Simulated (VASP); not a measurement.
# AgRh (P-6m2) in VASP: a series of runs

Aim: see how the results for AgRh move with the level of theory and the settings. Levels: PBEsol, BLYP. Tasks: single point.

All numbers are computed with VASP 6.6.1; they aren't measurements. Logs are shortened: lines on timing, memory, paths and dates and some standing lists are left out, and cuts for length are marked.

### 1 The cell of the first run

The structure is hexagonal, space group P-6m2 (No. 187). Conventional cell: a = 2.778 Å, b = 2.778 Å, c = 4.809 Å, α = 90.00°, β = 90.00°, γ = 120.00°. Ag (site symmetry -6m2) has 6 Ag at 2.78 Å and 6 Rh at 2.89 Å within 3.7 Å. Within 3.7 Å of Rh (site symmetry -6m2) lie 6 Rh at 2.78 Å and 6 Ag at 2.89 Å.

### 2 Single point, PBEsol

Input file INCAR:

```
ALGO     = Normal         # electronic algorithm
EDIFF    = 1E-6           # SCF threshold, eV
ENCUT    = 520            # plane-wave cutoff, eV
GGA      = PS             # functional
ISIF     = 2              # what is computed and relaxed
ISMEAR   = 0              # smearing method
LASPH    = T              # aspherical terms in the spheres
LCHARG   = F              # write CHGCAR
LREAL    = F              # projectors in reciprocal space
LWAVE    = F              # write WAVECAR
NBANDS   = 20             # bands
NELM     = 80             # most SCF steps
PREC     = Accurate       # precision mode
SIGMA    = 0.02           # smearing width, eV
```

Input file KPOINTS:

```
k-points
0
Gamma
  11 11 6
```

Input file POSCAR:

```
AgRh
1.0
    2.7775881998      0.0000000000      0.0000000000
   -1.3887940999      2.4054619423      0.0000000000
    0.0000000000      0.0000000000      4.8086020000
Ag Rh
1 1
Direct
    0.0000000000      0.0000000000      0.5000000000
    0.6666666667      0.3333333333      0.0000000000
```

Potentials or basis: VASP PAW PBE potentials, release 64 (Ag, Rh_pv).

On the command line:

```sh
$ cat potpaw_PBE.64/Ag/POTCAR potpaw_PBE.64/Rh_pv/POTCAR > POTCAR
$ mpirun -np 1 vasp_std > vasp.out
```

OUTCAR:

```text
EDIFF = 1E-6
   ENCUT = 520
   GGA = PS
   ISIF = 2
   ISMEAR = 0
   LASPH = T
   LREAL = F
   NELM = 80
   PREC = Accurate

 ion  position               nearest neighbor table
   1  0.000  0.000  0.500-   2 2.89   2 2.89   2 2.89   2 2.89   2 2.89   2 2.89
   2  0.667  0.333  0.000-   1 2.89   1 2.89   1 2.89   1 2.89   1 2.89   1 2.89

  LATTYP: Found a hexagonal cell.
 ALAT       =     2.7775881998
 C/A-ratio  =     1.7312148721

  Lattice vectors:

 A1 = (   2.7775881998,   0.0000000000,   0.0000000000)
 A2 = (  -1.3887940999,   2.4054619423,   0.0000000000)
 A3 = (   0.0000000000,   0.0000000000,   4.8086020000)

Analysis of symmetry for initial positions (statically):
=====================================================================
 Subroutine PRICEL returns:
 Original cell was already a primitive cell.

 Routine SETGRP: Setting up the symmetry group for a
 hexagonal supercell.

 Subroutine GETGRP returns: Found 12 space group operations
 (whereof 12 operations were pure point group operations)
 out of a pool of 24 trial point group operations.

The static configuration has the point symmetry D_3h.

Analysis of symmetry for dynamics (positions and initial velocities):
=====================================================================
 Subroutine PRICEL returns:
 Original cell was already a primitive cell.

 Routine SETGRP: Setting up the symmetry group for a
 hexagonal supercell.

 Subroutine GETGRP returns: Found 12 space group operations
 (whereof 12 operations were pure point group operations)
 out of a pool of 24 trial point group operations.

The dynamic configuration has the point symmetry D_3h.

 Subroutine INISYM returns: Found 12 space group operations
 (whereof 12 operations are pure point group operations),
 and found     1 'primitive' translations

----------------------------------------------------------------------------------------

                                     Primitive cell

  volume of cell :      32.1281

  direct lattice vectors                    reciprocal lattice vectors
     2.777588200  0.000000000  0.000000000     0.360024571  0.207860283  0.000000000
    -1.388794100  2.405461942  0.000000000     0.000000000  0.415720566  0.000000000
     0.000000000  0.000000000  4.808602000     0.000000000  0.000000000  0.207960651

  length of vectors
     2.777588200  2.777588200  4.808602000     0.415720566  0.415720566  0.207960651

  position of ions in fractional coordinates (direct lattice)
     0.000000000  0.000000000  0.500000000
     0.666666667  0.333333333  0.000000000

  ion indices of the primitive-cell ions
   primitive index   ion index
                 1           1
                 2           2

----------------------------------------------------------------------------------------

 KPOINTS: k-points

Automatic generation of k-mesh.
 Grid dimensions read from file:
 generate k-points for:   11   11    6

 Generating k-lattice:

  Cartesian coordinates                     Fractional coordinates (reciprocal lattice)
     0.032729506  0.018896389  0.000000000     0.090909091  0.000000000  0.000000000
     0.000000000  0.037792779  0.000000000     0.000000000  0.090909091  0.000000000
     0.000000000  0.000000000  0.034660108     0.000000000  0.000000000  0.166666667

  Length of vectors
     0.037792779  0.037792779  0.034660108

  Shift w.r.t. Gamma in fractional coordinates (k-lattice)
     0.000000000  0.000000000  0.000000000

 Subroutine IBZKPT returns following result:
 ===========================================

 Found     64 irreducible k-points:

 Following reciprocal coordinates:
            Coordinates               Weight
  0.000000  0.000000  0.000000      1.000000
  0.090909  0.000000  0.000000      6.000000
  0.181818  0.000000  0.000000      6.000000
  0.272727  0.000000  0.000000      6.000000
  0.363636  0.000000  0.000000      6.000000
  0.454545  0.000000  0.000000      6.000000
[... 16 lines left out ...]
  0.090909  0.090909  0.166667     12.000000
  0.181818  0.090909  0.166667     24.000000
 [... further k-points ...]
   k-points           NKPTS =     64   k-points in BZ     NKDIM =     64   number of bands    NBANDS=     20
   number of dos      NEDOS =    301   number of ions     NIONS =      2
   total plane-waves  NPLWV =  20736
   dimension x,y,z NGX =    24 NGY =   24 NGZ =   36
   dimension x,y,z NGXF=    48 NGYF=   48 NGZF=   72
   ions per type =               1   1
   NGX,Y,Z   is equivalent  to a cutoff of  14.36, 14.36, 12.45 a.u.
   NGXF,Y,Z  is equivalent  to a cutoff of  28.73, 28.73, 24.89 a.u.
 SYSTEM =  unknown system
   PREC   = accura    normal or accurate (medium, high low for compatibility)
   ISTART =      0    job   : 0-new  1-cont  2-samecut
   ICHARG =      2    charge: 1-file 2-atom 10-const
   ISPIN  =      1    spin polarized calculation?
   LNONCOLLINEAR =      F non collinear calculations
   LSORBIT =      F    spin-orbit coupling
   LASPH  =      T    aspherical Exc in radial PAW
   ENCUT  =  520.0 eV  38.22 Ry    6.18 a.u.   5.16  5.16  8.94*2*pi/ulx,y,z
   NELM   =     80;   NELMIN=  2; NELMDL= -5     # of ELM steps
   EDIFF  = 0.1E-05   stopping-criterion for ELM
   LREAL  =      F    real-space projection
   EDIFFG = 0.1E-04   stopping-criterion for IOM
   NSW    =      0    number of steps for IOM
   IBRION =     -1    ionic relax: 0-MD 1-quasi-New 2-CG
   NFREE  =      0    steps in history (QN), initial steepest desc. (CG)
   ISIF   =      2    stress and relaxation
   ISYM   =      2    0-nonsym 1-usesym 2-fastsym
   POTIM  = 0.5000    time-step for ionic-motion
   TEBEG  =    0.0;   TEEND  =   0.0 temperature during run
   PSTRESS=    0.0 pullay stress
   NELECT =      26.0000    total number of electrons
   NUPDOWN=      -1.0000    fix difference up-down
   EMIN   =  10.00;   EMAX   =-10.00  energy-range for DOS
   EFERMI =   0.00;   METHOD = LEGACY
   ISMEAR =     0;   SIGMA  =   0.02  broadening in eV -4-tet -1-fermi 0-gaus
   EFERMI_NEDOS =   21; number of points for ismear=-14 and -15
   IALGO  =     38    algorithm
   IMIX   =      4    mixing-type and parameters
     AMIX     =   0.40;   BMIX     =  1.00
     AMIX_MAG =   1.60;   BMIX_MAG =  1.00
  volume/ion in A,a.u.               =      16.06       108.41
  Fermi-wavevector in a.u.,A,eV,Ry     =   1.525589  2.882945 31.666497  2.327422
  Thomas-Fermi vector in A             =   2.633739
   LORBIT       =      0    0 simple, 1 ext, 2 COOP (PROOUT), +10 PAW based schemes
   GGA     = PS    functional components
   LHFCALC =     F    Hartree Fock is set to
   AEXX    =    0.0000 exact exchange contribution
   IVDW    =     0    specifies the selected vdW correction
   LEPSILON=     F    determine dielectric tensor
   LRPA    =     F    only Hartree local field effects (RPA)
 non-spin polarized calculation
 Gauss-broadening in eV      SIGMA  =   0.02
  energy-cutoff  :      520.00
  volume of cell :       32.13
 maximum number of plane-waves:       874
 NGX is ok and might be reduce to    24
   NGX = 11   NGY = 11   NGZ = 17

 number of electron      25.9999997 magnetization

 Free energy of the ion-electron system (eV)
  ---------------------------------------------------
  ext. energy  EPLUGINS =         0.00000000
  ---------------------------------------------------
  free energy    TOTEN  =       -10.82011727 eV

  energy without entropy =      -10.81957061  energy(sigma->0) =      -10.81984394

 E-fermi :   8.6078     XC(G=0): -12.9891

 val. band max:        8.6035267836   @ k =   0.0909   0.0909   0.3333
 cond. band min:       8.6405555793   @ k =   0.2727   0.0000   0.0000
 fundamental gap:      0.0370287958
 Fermi energy:         8.6077749075

 k-point     1 :       0.0000    0.0000    0.0000
  band No.  band energies     occupation
      1     -36.9852      2.00000
      2     -36.9746      2.00000
      3     -36.9746      2.00000
      4       1.4232      2.00000
      5       2.9248      2.00000
      6       4.4299      2.00000
[... 12 lines left out ...]
     19      27.4154      0.00000
     20      29.8563      0.00000

 k-point     2 :       0.0909    0.0000    0.0000
  band No.  band energies     occupation
      1     -37.0069      2.00000
      2     -36.9824      2.00000
      3     -36.9809      2.00000
      4       1.6831      2.00000
      5       3.0796      2.00000
      6       4.3278      2.00000
[... 12 lines left out ...]
     19      26.9367      0.00000
     20      28.3006      0.00000

 k-point     3 :       0.1818    0.0000    0.0000
  band No.  band energies     occupation
      1     -37.0932      2.00000
      2     -37.0032      2.00000
      3     -36.9694      2.00000
      4       2.3808      2.00000
      5       3.4082      2.00000
      6       4.2001      2.00000
[... 12 lines left out ...]
     19      26.7891      0.00000
     20      26.8703      0.00000

 k-point     4 :       0.2727    0.0000    0.0000
  band No.  band energies     occupation
      1     -37.2049      2.00000
      2     -37.0305      2.00000
      3     -36.9543      2.00000
      4       2.9840      2.00000
      5       3.6401      2.00000
      6       4.1533      2.00000
[... 12 lines left out ...]
     19      24.8689      0.00000
     20      26.4392      0.00000

 k-point     5 :       0.3636    0.0000    0.0000
  band No.  band energies     occupation
      1     -37.3064      2.00000
      2     -37.0554      2.00000
      3     -36.9404      2.00000
      4       2.8812      2.00000
      5       3.6796      2.00000
      6       3.9281      2.00000
[... 12 lines left out ...]
     19      22.8544      0.00000
     20      23.5013      0.00000

 k-point     6 :       0.4545    0.0000    0.0000
  band No.  band energies     occupation
      1     -37.3662      2.00000
      2     -37.0702      2.00000
      3     -36.9321      2.00000
      4       2.7328      2.00000
      5       3.4293      2.00000
      6       3.9807      2.00000
[... 12 lines left out ...]
     19      21.2560      0.00000
     20      21.5328      0.00000

 k-point     7 :       0.0909    0.0909    0.0000
  band No.  band energies     occupation
      1     -37.0643      2.00000
      2     -36.9987      2.00000
      3     -36.9730      2.00000
      4       2.1724      2.00000
      5       3.3421      2.00000
      6       4.1505      2.00000
[... 12 lines left out ...]
     19      26.7943      0.00000
     20      27.9075      0.00000
[... 277 lines left out ...]
 k-point    20 :       0.2727    0.0000    0.1667
  band No.  band energies     occupation
      1     -37.2049      2.00000
      2     -37.0305      2.00000
      3     -36.9544      2.00000
      4       3.0207      2.00000
      5       3.6397      2.00000
      6       4.2053      2.00000
[... 12 lines left out ...]
     19      24.4127      0.00000
     20      26.0638      0.00000

 k-point    21 :       0.3636    0.0000    0.1667
  band No.  band energies     occupation
      1     -37.3063      2.00000
      2     -37.0554      2.00000
      3     -36.9404      2.00000
      4       2.8883      2.00000
      5       3.4909      2.00000
      6       4.1724      2.00000
[... 12 lines left out ...]
     19      22.8410      0.00000
     20      24.4098      0.00000

 k-point    22 :       0.4545    0.0000    0.1667
  band No.  band energies     occupation
      1     -37.3661      2.00000
      2     -37.0702      2.00000
      3     -36.9321      2.00000
      4       2.7382      2.00000
      5       3.2907      2.00000
      6       4.1904      2.00000
[... 12 lines left out ...]
     19      21.9271      0.00000
     20      22.2824      0.00000

 k-point    23 :       0.0909    0.0909    0.1667
  band No.  band energies     occupation
      1     -37.0643      2.00000
      2     -36.9987      2.00000
      3     -36.9733      2.00000
      4       2.3452      2.00000
      5       3.3942      2.00000
      6       4.1514      2.00000
[... 12 lines left out ...]
     19      26.1867      0.00000
     20      27.0149      0.00000

 k-point    24 :       0.1818    0.0909    0.1667
  band No.  band energies     occupation
      1     -37.1583      2.00000
      2     -37.0276      2.00000
      3     -36.9599      2.00000
      4       3.0614      2.00000
      5       3.6715      2.00000
      6       4.0894      2.00000
[... 12 lines left out ...]
     19      25.3222      0.00000
     20      26.4947      0.00000

 [... further k-points ...]
[... 5 lines left out ...]
  --------------------------------------------------------------------------------------
  -------------------------------------------------------------------------------------
  Total       -2.1650640     -2.1650640     -2.1827754      0.0000000      0.0000000      0.0000000
  in kB     -107.9682670   -107.9682670   -108.8515096      0.0000000      0.0000000      0.0000000
  external PRESSURE =    -108.2626812 kB  Pullay stress =       0.0000000 kB

 VOLUME and BASIS-vectors are now :
 -----------------------------------------------------------------------------
  energy-cutoff  :      520.00
  volume of cell :       32.13
      direct lattice vectors                 reciprocal lattice vectors
     2.777588200  0.000000000  0.000000000     0.360024571  0.207860283  0.000000000
    -1.388794100  2.405461942  0.000000000     0.000000000  0.415720566  0.000000000
     0.000000000  0.000000000  4.808602000     0.000000000  0.000000000  0.207960651

 POSITION                                       TOTAL-FORCE (eV/Angst)
 -----------------------------------------------------------------------------------
      0.00000      0.00000      2.40430         0.000000      0.000000      0.000000
      1.38879      0.80182      0.00000        -0.000000      0.000000      0.000000
 -----------------------------------------------------------------------------------
    total drift:                               -0.000000      0.000000      0.000000

  FREE ENERGIE OF THE ION-ELECTRON SYSTEM (eV)
  ---------------------------------------------------
  free  energy   TOTEN  =       -10.8201172733 eV

  energy  without entropy=      -10.8195706132  energy(sigma->0) =      -10.81984394
```

Wall time 37 s (1 thread of Intel Xeon 8259CL, shared host); peak memory 0.18 GiB.

Results:

```yaml
Free_energy: -10.8201 eV
Pressure: -10.8 GPa
Band_gap_on_the_k_mesh: zero (bands 13 and 14 overlap by 1.32 eV)
```

Levels at points of the mesh, in eV from the Fermi level:
```
           k point  band 10  band 11  band 12  band 13  band 14  band 15  band 16  band 17
(0.00, 0.00, 0.00)    -3.00    -1.75    -1.75     0.16     0.16     0.16     5.34    16.65
(0.00, 0.00, 0.50)    -3.09    -2.45    -1.56    -1.56     0.12     0.12    11.55    12.51
```

Caveat: the cell stands under tension; the PAW data sets were made with another functional, which shifts forces and pressure a little.

(Part 1 of 2 ends here.)
